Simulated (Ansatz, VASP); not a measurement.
## TiO2: VASP beside Ansatz

```xyz
12
Lattice="4.5786 0.0000 0.0000 0.0000 5.5732 0.0000 0.0000 0.0000 4.9240" Properties=species:S:1:pos:R:3 pbc="T T T"
Ti    0.0000    0.9880    1.2310
Ti    2.2893    1.7986    3.6930
Ti    0.0000    4.5852    3.6930
Ti    2.2893    3.7746    1.2310
O     1.2414    2.1207    2.0632
O     1.0479    0.6659    4.5252
O     3.5307    0.6659    2.8608
O     3.3372    2.1207    0.3988
O     3.3372    3.4525    2.8608
O     3.5307    4.9073    0.3988
O     1.0479    4.9073    2.0632
O     1.2414    3.4525    4.5252
```

Alike in both runs: functional PBE; k mesh 6 × 4 × 6; occupations gaussian, width 0.02 eV; no spin polarisation.

Ansatz relaxed the structure, and its values are those at the end. VASP's run is a single point on that final structure, the one shown.

|  | VASP | Ansatz |
| --- | --- | --- |
| version | VASP 6.6.1 | Ansatz 0.2.0 |
| potentials or method | VASP PAW PBE potentials, release 64 (Ti_sv, O), cutoff 520 eV | scalar-relativistic, plane waves, PAW |
| valence electrons in the cell | 96 | 96 |

Ansatz gave:

```
gap on the k mesh at the Fermi level (eV) : 2.62
least direct gap on the mesh (eV)         : 2.67
pressure (GPa)                            : 0.0
rms of the force components (eV/Å)        : 0.002
```

Question: What did VASP give for the same quantities?

Answer: gap on the k mesh at the Fermi level (eV): 2.60; least direct gap on the mesh (eV): 2.64; pressure (GPa): 0.7; rms of the force components (eV/Å): 0.019.
